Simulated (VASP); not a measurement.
# AlAs in VASP: a series of runs

Runs on AlAs. Level: PBE. Tasks: single point.

Program: VASP 6.6.1. These are calculated values, not measurements. Logs are shortened: lines on timing, memory, paths and dates and some standing lists are left out, and cuts for length are marked.

## (1) The cell of the first run

The cell holds a slab with vacuum, 16 atoms: a = 8.027 Å, b = 8.027 Å, c = 16.735 Å, α = 90.00°, β = 90.00°, γ = 60.00°.

## (2) Single point, PBE

The input, INCAR:

```
  PREC = Accurate
  ENCUT = 520
  EDIFF = 1E-6
  ISMEAR = -1
  SIGMA = 0.05
  LREAL = Auto
  LASPH = T
  NELM = 60
  ALGO = Normal
  ISIF = 2
  LWAVE = F
  LCHARG = T
  GGA = PE
  LELF = T
  LVHAR = T
  NBANDS = 46
```

The input, KPOINTS:

```
regular mesh
0
Gamma
  2 2 1
```

The input, POSCAR:

```
AlAs
1.0
    8.0267960000      0.0000000000      0.0000000000
    4.0133980000      6.9514090000      0.0000000000
    0.0000000000      0.0000000000     16.7346200000
Al As
8 8
Direct
    0.0000000000      0.0000000000      0.0597563614
    0.0000004483      0.4999993526      0.0597563614
    0.5000002492      0.0000000000      0.0597563614
    0.5000006974      0.4999993526      0.0597563614
    0.7175643116      0.7097122324      0.2647386077
    0.7235753210      0.1751155773      0.2671228866
    0.2488641728      0.6497531651      0.2698358254
    0.2269929309      0.1440858968      0.2710309526
    0.0728706142     -0.0097965751      0.2323387086
    0.0685022394      0.4883758099      0.2213017087
    0.5351802095      0.0150041524      0.2028967494
    0.5988947667      0.4978559023      0.2252277016
    0.6115139503      0.7545232916      0.4051481300
    0.5412260067      0.2877833832      0.3988737121
    0.2121121148      0.4818159887      0.4034630007
    0.3137965830      0.0931178125      0.4231407705
```

Potentials or basis: VASP PAW PBE potentials, release 64 (Al, As).

Run with:

```bash
$ cat potpaw_PBE.64/Al/POTCAR potpaw_PBE.64/As/POTCAR > POTCAR
$ mpirun -np 1 vasp_std > vasp.out
```

OUTCAR:

```text
PREC = Accurate
   ENCUT = 520
   EDIFF = 1E-6
   ISMEAR = -1
   LREAL = Auto
   LASPH = T
   NELM = 60
   ISIF = 2
   GGA = PE

 ion  position               nearest neighbor table
   1  0.000  0.000  0.060-   9 2.94
   2  0.000  0.500  0.060-  10 2.75
   3  0.500  0.000  0.060-  11 2.42
   4  0.500  0.500  0.060-  12 2.88
   5  0.718  0.710  0.265-  11 2.37  12 2.42  13 2.46  10 2.57
   6  0.724  0.175  0.267-  12 2.37   9 2.50  14 2.55  11 2.65
   7  0.249  0.650  0.270-   9 2.45  10 2.51  12 2.55  15 2.70
   8  0.227  0.144  0.271-   9 2.24  11 2.44  10 2.54  16 2.62
   9  0.073  0.990  0.232-   8 2.24   7 2.45   6 2.50   1 2.94
  10  0.069  0.488  0.221-   7 2.51   8 2.54   5 2.57   2 2.75
  11  0.535  0.015  0.203-   5 2.37   3 2.42   8 2.44   6 2.65
  12  0.599  0.498  0.225-   6 2.37   5 2.42   7 2.55   4 2.88
  13  0.612  0.755  0.405-   5 2.46  16 2.59
  14  0.541  0.288  0.399-  15 2.30   6 2.55
  15  0.212  0.482  0.403-  14 2.30   7 2.70  16 2.82
  16  0.314  0.093  0.423-  13 2.59   8 2.62  15 2.82

  LATTYP: Found a hexagonal cell.
 ALAT       =     8.0267957861
 C/A-ratio  =     2.0848443695

  Lattice vectors:

 A1 = (  -4.0133980000,  -6.9514090000,   0.0000000000)
 A2 = (   8.0267960000,   0.0000000000,   0.0000000000)
 A3 = (   0.0000000000,   0.0000000000,  16.7346200000)

Analysis of symmetry for initial positions (statically):
=====================================================================
 Subroutine PRICEL returns:
 Original cell was already a primitive cell.

 Routine SETGRP: Setting up the symmetry group for a
 hexagonal supercell.

 Subroutine GETGRP returns: Found  1 space group operations
 (whereof  1 operations were pure point group operations)
 out of a pool of 24 trial point group operations.

The static configuration has the point symmetry C_1 .

Analysis of symmetry for dynamics (positions and initial velocities):
=====================================================================
 Subroutine PRICEL returns:
 Original cell was already a primitive cell.

 Routine SETGRP: Setting up the symmetry group for a
 hexagonal supercell.

 Subroutine GETGRP returns: Found  1 space group operations
 (whereof  1 operations were pure point group operations)
 out of a pool of 24 trial point group operations.

The dynamic configuration has the point symmetry C_1 .

 Subroutine INISYM returns: Found  1 space group operations
 (whereof  1 operations are pure point group operations),
 and found     1 'primitive' translations

----------------------------------------------------------------------------------------

                                     Primitive cell

  volume of cell :     933.7507

  direct lattice vectors                    reciprocal lattice vectors
     8.026796000  0.000000000  0.000000000     0.124582710 -0.071927864  0.000000000
     4.013398000  6.951409000  0.000000000     0.000000000  0.143855728  0.000000000
     0.000000000  0.000000000 16.734620000     0.000000000  0.000000000  0.059756361

  length of vectors
     8.026796000  8.026795786 16.734620000     0.143855724  0.143855728  0.059756361

  position of ions in fractional coordinates (direct lattice)
     0.000000000  0.000000000  0.059756361
     0.000000448  0.499999353  0.059756361
     0.500000249  0.000000000  0.059756361
     0.500000697  0.499999353  0.059756361
     0.717564312  0.709712232  0.264738608
     0.723575321  0.175115577  0.267122887
[... 8 lines left out ...]
     0.212112115  0.481815989  0.403463001
     0.313796583  0.093117812  0.423140770

  ion indices of the primitive-cell ions
   primitive index   ion index
                 1           1
                 2           2
                 3           3
                 4           4
                 5           5
                 6           6
[... 8 lines left out ...]
                15          15
                16          16

----------------------------------------------------------------------------------------

 KPOINTS: regular mesh

Automatic generation of k-mesh.
 Grid dimensions read from file:
 generate k-points for:    2    2    1

 Generating k-lattice:

  Cartesian coordinates                     Fractional coordinates (reciprocal lattice)
     0.062291355 -0.035963932  0.000000000     0.500000000  0.000000000  0.000000000
     0.000000000  0.071927864  0.000000000     0.000000000  0.500000000  0.000000000
     0.000000000  0.000000000  0.059756361     0.000000000  0.000000000  1.000000000

  Length of vectors
     0.071927862  0.071927864  0.059756361

  Shift w.r.t. Gamma in fractional coordinates (k-lattice)
     0.000000000  0.000000000  0.000000000

 Subroutine IBZKPT returns following result:
 ===========================================

 Found      4 irreducible k-points:

 Following reciprocal coordinates:
            Coordinates               Weight
  0.000000  0.000000  0.000000      1.000000
  0.500000 -0.000000  0.000000      1.000000
  0.500000  0.500000  0.000000      1.000000
  0.000000  0.500000  0.000000      1.000000
   k-points           NKPTS =      4   k-points in BZ     NKDIM =      4   number of bands    NBANDS=     46
   number of dos      NEDOS =    301   number of ions     NIONS =     16
   total plane-waves  NPLWV = 453600
   dimension x,y,z NGX =    60 NGY =   60 NGZ =  126
   dimension x,y,z NGXF=   120 NGYF=  120 NGZF=  252
   ions per type =               8   8
   NGX,Y,Z   is equivalent  to a cutoff of  12.43, 12.43, 12.52 a.u.
   NGXF,Y,Z  is equivalent  to a cutoff of  24.85, 24.85, 25.03 a.u.
 SYSTEM =  unknown system
   PREC   = accura    normal or accurate (medium, high low for compatibility)
   ISTART =      0    job   : 0-new  1-cont  2-samecut
   ICHARG =      2    charge: 1-file 2-atom 10-const
   ISPIN  =      1    spin polarized calculation?
   LNONCOLLINEAR =      F non collinear calculations
   LSORBIT =      F    spin-orbit coupling
   LASPH  =      T    aspherical Exc in radial PAW
   ENCUT  =  520.0 eV  38.22 Ry    6.18 a.u.  14.92 14.92 31.12*2*pi/ulx,y,z
   NELM   =     60;   NELMIN=  2; NELMDL= -5     # of ELM steps
   EDIFF  = 0.1E-05   stopping-criterion for ELM
   LREAL  =      T    real-space projection
   EDIFFG = 0.1E-04   stopping-criterion for IOM
   NSW    =      0    number of steps for IOM
   IBRION =     -1    ionic relax: 0-MD 1-quasi-New 2-CG
   NFREE  =      0    steps in history (QN), initial steepest desc. (CG)
   ISIF   =      2    stress and relaxation
   ISYM   =      2    0-nonsym 1-usesym 2-fastsym
   POTIM  = 0.5000    time-step for ionic-motion
   TEBEG  =    0.0;   TEEND  =   0.0 temperature during run
   PSTRESS=    0.0 pullay stress
   NELECT =      64.0000    total number of electrons
   NUPDOWN=      -1.0000    fix difference up-down
   EMIN   =  10.00;   EMAX   =-10.00  energy-range for DOS
   EFERMI =   0.00;   METHOD = LEGACY
   ISMEAR =    -1;   SIGMA  =   0.05  broadening in eV -4-tet -1-fermi 0-gaus
   EFERMI_NEDOS =   21; number of points for ismear=-14 and -15
   IALGO  =     38    algorithm
   IMIX   =      4    mixing-type and parameters
     AMIX     =   0.40;   BMIX     =  1.00
     AMIX_MAG =   1.60;   BMIX_MAG =  1.00
  volume/ion in A,a.u.               =      58.36       393.83
  Fermi-wavevector in a.u.,A,eV,Ry     =   0.669974  1.266067  6.107178  0.448865
  Thomas-Fermi vector in A             =   1.745351
   LORBIT       =      0    0 simple, 1 ext, 2 COOP (PROOUT), +10 PAW based schemes
   GGA     = PE    functional components
   LHFCALC =     F    Hartree Fock is set to
   AEXX    =    0.0000 exact exchange contribution
   IVDW    =     0    specifies the selected vdW correction
   LEPSILON=     F    determine dielectric tensor
   LRPA    =     F    only Hartree local field effects (RPA)
 non-spin polarized calculation
  energy-cutoff  :      520.00
  volume of cell :      933.75
 maximum number of plane-waves:     25108
 NGX is ok and might be reduce to    60
   NGX = 29   NGY = 29   NGZ = 63

 number of electron      64.0000000 magnetization

 Free energy of the ion-electron system (eV)
  ---------------------------------------------------
  ext. energy  EPLUGINS =         0.00000000
  ---------------------------------------------------
  free energy    TOTEN  =       -60.33820080 eV

  energy without entropy =      -60.27334736  energy(sigma->0) =      -60.30577408

 E-fermi :  -0.9339     XC(G=0):  -4.8093

 val. band max:       -1.0365855411   @ k =   0.0000   0.0000   0.0000
 cond. band min:      -0.9323296050   @ k =   0.0000   0.5000   0.0000
 fundamental gap:      0.1042559361
 Fermi energy:        -0.9338630310

 k-point     1 :       0.0000    0.0000    0.0000
  band No.  band energies     occupation
      1     -13.6692      2.00000
      2     -12.5014      2.00000
      3     -11.7531      2.00000
      4     -11.5966      2.00000
      5     -11.4927      2.00000
      6     -11.3565      2.00000
[... 36 lines left out ...]
     43       1.4691      0.00000
     44       1.6789      0.00000

 k-point     2 :       0.5000   -0.0000    0.0000
  band No.  band energies     occupation
      1     -13.6322      2.00000
      2     -12.2135      2.00000
      3     -12.1594      2.00000
      4     -11.7061      2.00000
      5     -11.5280      2.00000
      6     -11.2790      2.00000
[... 36 lines left out ...]
     43       1.6627      0.00000
     44       1.7795      0.00000

 k-point     3 :       0.5000    0.5000    0.0000
  band No.  band energies     occupation
      1     -13.6186      2.00000
      2     -12.3961      2.00000
      3     -11.9446      2.00000
      4     -11.6808      2.00000
      5     -11.5899      2.00000
      6     -11.3136      2.00000
[... 36 lines left out ...]
     43       1.6688      0.00000
     44       1.7082      0.00000

 k-point     4 :       0.0000    0.5000    0.0000
  band No.  band energies     occupation
      1     -13.6176      2.00000
      2     -12.3423      2.00000
      3     -12.0475      2.00000
      4     -11.6254      2.00000
      5     -11.5452      2.00000
      6     -11.3959      2.00000
[... 36 lines left out ...]
     43       1.6784      0.00000
     44       1.8521      0.00000
 [bands above 44 left out]

------------------------ aborting loop because EDIFF is reached ----------------------------------------

  FORCE on cell =-STRESS in cart. coord.  units (eV):
  Direction    XX          YY          ZZ          XY          YZ          ZX
  --------------------------------------------------------------------------------------
  -------------------------------------------------------------------------------------
  Total       -6.5397623     -5.8072437     -5.5562221      3.2282943     -1.6519504      1.2644822
  in kB      -11.2212599     -9.9643670     -9.5336512      5.5392731     -2.8345014      2.1696635
  external PRESSURE =     -10.2397594 kB  Pullay stress =       0.0000000 kB

 VOLUME and BASIS-vectors are now :
 -----------------------------------------------------------------------------
  energy-cutoff  :      520.00
  volume of cell :      933.75
      direct lattice vectors                 reciprocal lattice vectors
     8.026796000  0.000000000  0.000000000     0.124582710 -0.071927864  0.000000000
     4.013398000  6.951409000  0.000000000     0.000000000  0.143855728  0.000000000
     0.000000000  0.000000000 16.734620000     0.000000000  0.000000000  0.059756361

 POSITION                                       TOTAL-FORCE (eV/Angst)
 -----------------------------------------------------------------------------------
      0.00000      0.00000      1.00000         0.161396     -0.049900      0.601499
      2.00670      3.47570      1.00000         0.170453     -0.031898      0.596447
      4.01340      0.00000      1.00000        -0.065731      0.037545     -0.547836
      6.02010      3.47570      1.00000         0.147334      0.016989      0.656735
      8.60810      4.93350      4.43030         0.495168     -0.664682      0.442411
      6.51080      1.21730      4.47020        -0.599697     -0.733419     -0.360762
[... 8 lines left out ...]
      3.63630      3.34930      6.75180         0.021067      0.709422     -0.933858
      2.89250      0.64730      7.08110         0.810517     -0.669090     -0.759499
 -----------------------------------------------------------------------------------
    total drift:                                0.012297     -0.009344     -0.002739

  FREE ENERGIE OF THE ION-ELECTRON SYSTEM (eV)
  ---------------------------------------------------
  free  energy   TOTEN  =       -60.3382008023 eV

  energy  without entropy=      -60.2733473577  energy(sigma->0) =      -60.30577408
```

Run time: 6.3 min. Hardware: 1 thread of Intel Xeon Platinum 8488C (Sapphire Rapids), shared host; peak memory 0.85 GiB.

What came out:

- Free energy: -60.3382 eV
- Largest force: 2.857 eV/Å
- Band gap on the k mesh: zero (bands 32 and 33 overlap by 0.26 eV)

Forces in eV/Å, atoms in the order of the input:
```
Al   0.161 -0.050  0.601
Al   0.170 -0.032  0.596
Al  -0.066  0.038 -0.548
Al   0.147  0.017  0.657
Al   0.495 -0.665  0.442
Al  -0.600 -0.733 -0.361
Al   0.096 -0.515  0.219
Al   1.803  1.303  1.273
As  -2.512 -0.919 -1.003
As  -0.275  0.355 -0.178
As   1.133  0.836  0.150
As  -1.059  0.641 -0.977
As  -0.203  0.676  0.236
As  -0.125 -0.992  0.586
As   0.021  0.709 -0.934
As   0.811 -0.669 -0.759
```

Caveat: the k points lie up to 0.45 Å⁻¹ apart; there is no dipole correction, which matters where the two faces differ.

(Part 1 of 2 ends here.)

The gap in the log of VASP goes by the Fermi energy; the results here count the filled bands.